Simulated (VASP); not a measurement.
# Nb (I4/mmm) in VASP: further runs

The runs below take Nb through single point, with PBE.

Everything below comes from runs of VASP 6.6.1. Logs are shortened: lines on timing, memory, paths and dates and some standing lists are left out, and cuts for length are marked.

## 1. The cell of the first run

The structure is tetragonal, space group I4/mmm (No. 139). Conventional cell: a = 2.991 Å, b = 2.991 Å, c = 3.913 Å, α = 90.00°, β = 90.00°, γ = 90.00°. Nb (site symmetry 4/mmm) has 14 Nb at 2.88 to 3.91 Å within 4.0 Å.

## 2. Single point, PBE (strain -0.0750 x Voigt [1, 0, 0, 0, 0, 0])

INCAR

```
ALGO = Fast ; EDIFF = 1E-6
ENCUT = 520 ; GGA = PE
ISIF = 2 ; ISMEAR = 0
LASPH = True ; LCHARG = True
LELF = True ; LREAL = False
LVHAR = True ; LWAVE = False
NBANDS = 12 ; NELM = 100
PREC = Accurate ; SIGMA = 0.15
```

KPOINTS

```
k-points
0
Gamma
  20 20 20
```

POSCAR

```
Nb
1.0
    0.0000000000      2.1150000000      2.1150000000
    1.9563750000      0.0000000000      2.1150000000
    1.9563750000      2.1150000000      0.0000000000
Nb
1
Direct
    0.0000000000      0.0000000000      0.0000000000
```

Potentials or basis: VASP PAW PBE potentials, release 64 (Nb_sv).

Command:

```
cat potpaw_PBE.64/Nb_sv/POTCAR > POTCAR
mpirun -np 1 vasp_std > vasp.out
```

OUTCAR:

```text
EDIFF = 1E-6
   ENCUT = 520
   GGA = PE
   ISIF = 2
   ISMEAR = 0
   LASPH = True
   LREAL = False
   NELM = 100
   PREC = Accurate

 ion  position               nearest neighbor table
   1  0.000  0.000  0.000-

  LATTYP: Found a body centered tetragonal cell.
 ALAT       =     2.9910616844
 C/A-ratio  =     1.3081475452

  Lattice vectors:

 A1 = (  -1.9563750000,   0.0000000000,  -2.1150000000)
 A2 = (  -1.9563750000,   0.0000000000,   2.1150000000)
 A3 = (   1.9563750000,   2.1150000000,   0.0000000000)

Analysis of symmetry for initial positions (statically):
=====================================================================
 Subroutine PRICEL returns:
 Original cell was already a primitive cell.

 Routine SETGRP: Setting up the symmetry group for a
 body centered tetragonal supercell.

 Subroutine GETGRP returns: Found 16 space group operations
 (whereof 16 operations were pure point group operations)
 out of a pool of 16 trial point group operations.

The static configuration has the point symmetry D_4h.

Analysis of symmetry for dynamics (positions and initial velocities):
=====================================================================
 Subroutine PRICEL returns:
 Original cell was already a primitive cell.

 Routine SETGRP: Setting up the symmetry group for a
 body centered tetragonal supercell.

 Subroutine GETGRP returns: Found 16 space group operations
 (whereof 16 operations were pure point group operations)
 out of a pool of 16 trial point group operations.

The dynamic configuration has the point symmetry D_4h.

 Subroutine INISYM returns: Found 16 space group operations
 (whereof 16 operations are pure point group operations),
 and found     1 'primitive' translations

----------------------------------------------------------------------------------------

                                     Primitive cell

  volume of cell :      17.5026

  direct lattice vectors                    reciprocal lattice vectors
     0.000000000  2.115000000  2.115000000    -0.255574724  0.236406619  0.236406619
     1.956375000  0.000000000  2.115000000     0.255574724 -0.236406619  0.236406619
     1.956375000  2.115000000  0.000000000     0.255574724  0.236406619 -0.236406619

  length of vectors
     2.991061684  2.881081072  2.881081072     0.420826115  0.420826115  0.420826115

  position of ions in fractional coordinates (direct lattice)
     0.000000000  0.000000000  0.000000000

  ion indices of the primitive-cell ions
   primitive index   ion index
                 1           1

----------------------------------------------------------------------------------------

 KPOINTS: k-points

Automatic generation of k-mesh.
 Grid dimensions read from file:
 generate k-points for:   20   20   20

 Generating k-lattice:

  Cartesian coordinates                     Fractional coordinates (reciprocal lattice)
    -0.012778736  0.011820331  0.011820331     0.050000000 -0.000000000 -0.000000000
     0.012778736 -0.011820331  0.011820331     0.000000000  0.050000000  0.000000000
     0.012778736  0.011820331 -0.011820331     0.000000000  0.000000000  0.050000000

  Length of vectors
     0.021041306  0.021041306  0.021041306

  Shift w.r.t. Gamma in fractional coordinates (k-lattice)
     0.000000000  0.000000000  0.000000000

 Subroutine IBZKPT returns following result:
 ===========================================

 Found    641 irreducible k-points:

 Following reciprocal coordinates:
            Coordinates               Weight
  0.000000  0.000000  0.000000      1.000000
  0.050000  0.000000  0.000000      8.000000
  0.100000  0.000000  0.000000      8.000000
  0.150000  0.000000  0.000000      8.000000
  0.200000  0.000000  0.000000      8.000000
  0.250000  0.000000  0.000000      8.000000
[... 16 lines left out ...]
 -0.400000  0.050000  0.000000     16.000000
 -0.350000  0.050000  0.000000     16.000000
 [... further k-points ...]
   k-points           NKPTS =    641   k-points in BZ     NKDIM =    641   number of bands    NBANDS=     12
   number of dos      NEDOS =    301   number of ions     NIONS =      1
   total plane-waves  NPLWV =  13824
   dimension x,y,z NGX =    24 NGY =   24 NGZ =   24
   dimension x,y,z NGXF=    48 NGYF=   48 NGZF=   48
   ions per type =               1
   NGX,Y,Z   is equivalent  to a cutoff of  13.34, 13.85, 13.85 a.u.
   NGXF,Y,Z  is equivalent  to a cutoff of  26.68, 27.70, 27.70 a.u.
 SYSTEM =  unknown system
   PREC   = accura    normal or accurate (medium, high low for compatibility)
   ISTART =      0    job   : 0-new  1-cont  2-samecut
   ICHARG =      2    charge: 1-file 2-atom 10-const
   ISPIN  =      1    spin polarized calculation?
   LNONCOLLINEAR =      F non collinear calculations
   LSORBIT =      F    spin-orbit coupling
   LASPH  =      T    aspherical Exc in radial PAW
   ENCUT  =  520.0 eV  38.22 Ry    6.18 a.u.   5.56  5.36  5.36*2*pi/ulx,y,z
   NELM   =    100;   NELMIN=  2; NELMDL= -5     # of ELM steps
   EDIFF  = 0.1E-05   stopping-criterion for ELM
   LREAL  =      F    real-space projection
   EDIFFG = 0.1E-04   stopping-criterion for IOM
   NSW    =      0    number of steps for IOM
   IBRION =     -1    ionic relax: 0-MD 1-quasi-New 2-CG
   NFREE  =      0    steps in history (QN), initial steepest desc. (CG)
   ISIF   =      2    stress and relaxation
   ISYM   =      2    0-nonsym 1-usesym 2-fastsym
   POTIM  = 0.5000    time-step for ionic-motion
   TEBEG  =    0.0;   TEEND  =   0.0 temperature during run
   PSTRESS=    0.0 pullay stress
   NELECT =      13.0000    total number of electrons
   NUPDOWN=      -1.0000    fix difference up-down
   EMIN   =  10.00;   EMAX   =-10.00  energy-range for DOS
   EFERMI =   0.00;   METHOD = LEGACY
   ISMEAR =     0;   SIGMA  =   0.15  broadening in eV -4-tet -1-fermi 0-gaus
   EFERMI_NEDOS =   21; number of points for ismear=-14 and -15
   IALGO  =     68    algorithm
   IMIX   =      4    mixing-type and parameters
     AMIX     =   0.40;   BMIX     =  1.00
     AMIX_MAG =   1.60;   BMIX_MAG =  1.00
  volume/ion in A,a.u.               =      17.50       118.11
  Fermi-wavevector in a.u.,A,eV,Ry     =   1.482592  2.801693 29.906683  2.198079
  Thomas-Fermi vector in A             =   2.596359
   LORBIT       =      0    0 simple, 1 ext, 2 COOP (PROOUT), +10 PAW based schemes
   GGA     = PE    functional components
   LHFCALC =     F    Hartree Fock is set to
   AEXX    =    0.0000 exact exchange contribution
   IVDW    =     0    specifies the selected vdW correction
   LEPSILON=     F    determine dielectric tensor
   LRPA    =     F    only Hartree local field effects (RPA)
 non-spin polarized calculation
 RMM-DIIS sequential band-by-band and
 Gauss-broadening in eV      SIGMA  =   0.15
  energy-cutoff  :      520.00
  volume of cell :       17.50
 maximum number of plane-waves:       491
 NGX is ok and might be reduce to    24
   NGX = 11   NGY = 11   NGZ = 11

 number of electron      13.0000000 magnetization

 Free energy of the ion-electron system (eV)
  ---------------------------------------------------
  ext. energy  EPLUGINS =         0.00000000
  ---------------------------------------------------
  free energy    TOTEN  =        -9.92176052 eV

  energy without entropy =       -9.90668978  energy(sigma->0) =       -9.91422515

 E-fermi :  11.9117     XC(G=0): -12.6498

 val. band max:       11.9107766761   @ k =   0.4000   0.2500  -0.0000
 cond. band min:      11.9123981952   @ k =   0.2000   0.3000   0.0500
 fundamental gap:      0.0016215191
 Fermi energy:        11.9116977716

 k-point     1 :       0.0000    0.0000    0.0000
  band No.  band energies     occupation
      1     -42.7509      2.00000
      2     -17.9926      2.00000
      3     -17.9926      2.00000
      4     -17.9909      2.00000
      5       5.5829      2.00000
      6      11.7578      1.85327
      7      11.7578      1.85326
      8      12.6837      0.00000
      9      14.2033      0.00000
     10      15.4235      0.00000
     11      23.9507      0.00000
     12      28.1194      0.00000

 k-point     2 :       0.0500    0.0000    0.0000
  band No.  band energies     occupation
      1     -42.7448      2.00000
      2     -18.0314      2.00000
      3     -17.9993      2.00000
      4     -17.9944      2.00000
      5       5.6850      2.00000
      6      11.7307      1.91203
      7      11.8033      1.69343
      8      12.6732      0.00000
      9      14.1737      0.00000
     10      15.3657      0.00000
     11      24.1598      0.00000
     12      27.9928      0.00000

 k-point     3 :       0.1000    0.0000    0.0000
  band No.  band energies     occupation
      1     -42.7268      2.00000
      2     -18.1447      2.00000
      3     -18.0186      2.00000
      4     -18.0025      2.00000
      5       5.9798      2.00000
      6      11.6218      1.99373
      7      11.9185      0.94862
      8      12.6904      0.00000
      9      14.1165      0.00000
     10      15.2178      0.00000
     11      24.7322      0.00000
     12      27.4890      0.00000
[... 286 lines left out ...]
 k-point    23 :      -0.4000    0.0500    0.0000
  band No.  band energies     occupation
      1     -42.5060      2.00000
      2     -19.3826      2.00000
      3     -18.2662      2.00000
      4     -18.1029      2.00000
      5       7.9803      2.00000
      6      11.3422      2.00000
      7      12.5196      0.00000
      8      12.8774      0.00000
      9      16.2685      0.00000
     10      17.2487      0.00000
     11      23.2068      0.00000
     12      25.0607      0.00000

 k-point    24 :      -0.3500    0.0500    0.0000
  band No.  band energies     occupation
      1     -42.5313      2.00000
      2     -19.2500      2.00000
      3     -18.2433      2.00000
      4     -18.0878      2.00000
      5       8.0066      2.00000
      6      11.4896      1.99993
      7      12.1973      0.00710
      8      12.6636      0.00000
      9      15.7566      0.00000
     10      16.7155      0.00000
     11      23.4099      0.00000
     12      26.2976      0.00000

 [... further k-points ...]

------------------------ aborting loop because EDIFF is reached ----------------------------------------

  FORCE on cell =-STRESS in cart. coord.  units (eV):
  Direction    XX          YY          ZZ          XY          YZ          ZX
  --------------------------------------------------------------------------------------
  -------------------------------------------------------------------------------------
  Total       -0.2159670      1.9802904      1.9802904      0.0000000      0.0000000      0.0000000
  in kB      -19.7694708    181.2744599    181.2744599      0.0000000      0.0000000      0.0000000
  external PRESSURE =     114.2598163 kB  Pullay stress =       0.0000000 kB

 VOLUME and BASIS-vectors are now :
 -----------------------------------------------------------------------------
  energy-cutoff  :      520.00
  volume of cell :       17.50
      direct lattice vectors                 reciprocal lattice vectors
     0.000000000  2.115000000  2.115000000    -0.255574724  0.236406619  0.236406619
     1.956375000  0.000000000  2.115000000     0.255574724 -0.236406619  0.236406619
     1.956375000  2.115000000  0.000000000     0.255574724  0.236406619 -0.236406619

 POSITION                                       TOTAL-FORCE (eV/Angst)
 -----------------------------------------------------------------------------------
      0.00000      0.00000      0.00000        -0.000000     -0.000000      0.000000
 -----------------------------------------------------------------------------------
    total drift:                               -0.000000      0.000000      0.000000

  FREE ENERGIE OF THE ION-ELECTRON SYSTEM (eV)
  ---------------------------------------------------
  free  energy   TOTEN  =        -9.9217605219 eV

  energy  without entropy=       -9.9066897766  energy(sigma->0) =       -9.91422515
```

It took 4.8 min on 1 thread of Intel Xeon 8259CL, shared host; peak memory 0.25 GiB.

What came out:

| Property | Result |
| --- | --- |
| Free energy | -9.9218 eV |
| Pressure | 11.4 GPa |
| Band gap on the k mesh | zero (an odd number of electrons rules out a gap without spin polarisation) |

Levels at points of the mesh, in eV from the Fermi level:
| k point | band 4 | band 5 | band 6 | band 7 | band 8 | band 9 |
| --- | --- | --- | --- | --- | --- | --- |
| (0.00, 0.00, 0.00) | -29.90 | -6.33 | -0.15 | -0.15 | 0.77 | 2.29 |
| (0.50, 0.00, 0.00) | -30.02 | -4.06 | -0.63 | 0.49 | 1.72 | 4.81 |
| (0.50, 0.50, 0.00) | -30.27 | -4.37 | -3.50 | 3.61 | 5.03 | 5.27 |
| (0.00, 0.50, 0.50) | -30.55 | -4.42 | -3.75 | 5.09 | 5.10 | 5.76 |

Caveat: the cell differs from its parent crystal (strain -0.0750 x Voigt [1, 0, 0, 0, 0, 0]); the stress differs along the axes, from -2 to 18 GPa.

(Continued in part 2 of 2.)
